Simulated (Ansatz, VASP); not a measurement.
## Two plane-wave programs on Sc

```
Sc
1.0
     3.24282    0.00000    0.00000
    -1.62141    2.80836    0.00000
     0.00000    0.00000    5.27330
Sc
2
Direct
  0.66667 0.33333 0.75000
  0.33333 0.66667 0.25000
```

Alike in both runs: functional PBEsol; k mesh 8 × 8 × 4; occupations fermi-dirac, width 0.05 eV; no spin polarisation.

```csv
,VASP,Ansatz
version,VASP 6.6.1,Ansatz 0.2.0
potentials or method,"VASP PAW PBE potentials, release 64 (Sc_sv)",Ansatz PAW
plane-wave cutoff (eV),500,420
valence electrons in the cell,22,22
task,single point,band structure
```

```csv
,VASP,Ansatz,Ansatz less VASP
gap on the k mesh at the Fermi level (eV),none,none,-
pressure (GPa),-0.8,-0.8,+0.01
"traceless stress, the component that is largest in VASP (GPa)",-2.52,-2.52,-0.001
```

VASP's potentials were made for PBE, not for PBEsol. A gap of «none» marks a metal or a gap that the smearing closes. The functional is the same, so the differences come from potentials, cutoffs and numerics.
